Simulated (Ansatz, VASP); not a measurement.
**Si in VASP and in Ansatz**

INCAR

```
SYSTEM = Si
PREC = Accurate
ENCUT = 520
EDIFF = 1E-6
ISMEAR = -1
SIGMA = 0.05
LREAL = .False.
LASPH = .True.
NELM = 60
ALGO = Normal
ISIF = 2
LWAVE = .False.
LCHARG = .True.
GGA = PE
LELF = .True.
LVHAR = .True.
NBANDS = 8
```

The input KPOINTS:

```
Automatic mesh
0
Gamma
  17 17 17
  0 0 0
```

Contents of POSCAR:

```
Si
1.0
   -1.4599089715      1.4599089715      1.4599089715
    1.4599089715     -1.4599089715      1.4599089715
    1.4599089715      1.4599089715     -1.4599089715
Si
1
Direct
    0.0000000000      0.0000000000      0.0000000000
```

Input for Ansatz:

```yaml
crystal:
  lattice:
    - [-1.4599089715, 1.4599089715, 1.4599089715]
    - [1.4599089715, -1.4599089715, 1.4599089715]
    - [1.4599089715, 1.4599089715, -1.4599089715]
  atoms:
    - { symbol: Si, position: [0.0, 0.0, 0.0] }
kpoints:
  mp_grid: { grid: [17, 17, 17] }
scf:
  occupations: { method: fermi_dirac, width: 0.05 }
hamiltonian:
  xc: pbe
  pseudopotentials: { kind: all_electron, lapw: { basis_error: 0.001 } }
output:
  forces: true
  stress: true
  eigenvalues: true
  populations: true
```

Change from the starting cell: volume scaled by 0.85, LAPW.

Alike in both runs: task single point; functional PBE; k mesh 17 × 17 × 17; occupations fermi-dirac, width 0.05 eV; no spin polarisation.

|  | VASP | Ansatz |
| --- | --- | --- |
| version | VASP 6.6.1 | Ansatz 0.2.0 |
| potentials or method | VASP PAW PBE potentials, release 64 (Si), cutoff 520 eV | all-electron LAPW, scalar-relativistic |

```tsv
	VASP	Ansatz	Ansatz less VASP
pressure (GPa)	21.4	21.5	+0.13
```

Ansatz ran all-electron here, and VASP with PAW potentials.
